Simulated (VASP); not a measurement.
Set up this calculation in VASP 6.6.1, as the native input.

| Item | Value |
| --- | --- |
| Task | relaxation of cell and atoms |
| Functional | PBEsol |
| Potentials or basis | VASP PAW PBE potentials, release 64 (W_sv, S) |
| Cutoff | 600 eV |
| k mesh | 8 × 8 × 8 |
| Occupations | fermi-dirac, width 0.03 eV |
| Spin | no spin polarisation |
| Dipole correction | no |
| Further INCAR settings | ALGO = Normal; EDIFF = 1e-06; IBRION = 2; EDIFFG = -0.01; NSW = 100; ISIF = 3 |

The structure of WS2 lies in POSCAR:

```
WS2
1.0
    1.8006783900      1.0396221532      6.4337853600
   -1.8006783900      1.0396221532      6.4337853600
    0.0000000000     -2.0792443064      6.4337853600
W S
1 2
Direct
    0.0000000000      0.0000000000      0.0000000000
    0.4244224088      0.4244224088      0.4244224088
    0.2422442579      0.2422442579      0.2422442579
```

These files were run (other wordings do the same):

INCAR

```
SYSTEM = WS2
  ALGO = Normal
  EDIFF = 1E-6
  EDIFFG = -0.01
  ENCUT = 600
  GGA = PS
  IBRION = 2
  ISIF = 3
  ISMEAR = -1
  LASPH = .TRUE.
  LCHARG = .FALSE.
  LREAL = .FALSE.
  LWAVE = .FALSE.
  NELM = 80
  NSW = 100
  PREC = Accurate
  SIGMA = 0.03
```

KPOINTS

```
k-points
0
G
  8 8 8
  0 0 0
```

Potentials or basis: VASP PAW PBE potentials, release 64 (W_sv, S).

The run is started by

```console
$ cat potpaw_PBE.64/W_sv/POTCAR potpaw_PBE.64/S/POTCAR > POTCAR
$ mpirun -np 1 vasp_std > vasp.out
```

It gave:

```yaml
Relaxed_volume: 18.24 Å³/atom
Relaxed_cell: a = 6.626 Å, b = 6.626 Å, c = 6.626 Å, α = 27.49°, β = 27.49°, γ = 27.49°
Space_group_after_relaxing_to_0.05_Å: R3m (No. 160)
Energy_gained_by_relaxing: 995.1 meV/atom
Ionic_steps: 25
Pressure_after_relaxing: 0.0 GPa
Largest_force_after_relaxing: 0.005 eV/Å
Band_gap_on_the_k_mesh: 1.32 eV, indirect (least direct gap 2.36 eV)
```

Caveat: the volume moved by over 15 % at a fixed basis, so the end points are rough; the PAW data sets were made with another functional, which shifts forces and pressure a little; spin-orbit coupling is left out, which moves the levels of the heavy elements.

Run time: 35 min on 1 thread of Intel(R) Xeon(R) 6975P-C (Granite Rapids), with other jobs on the host, peak memory 0.49 GiB.
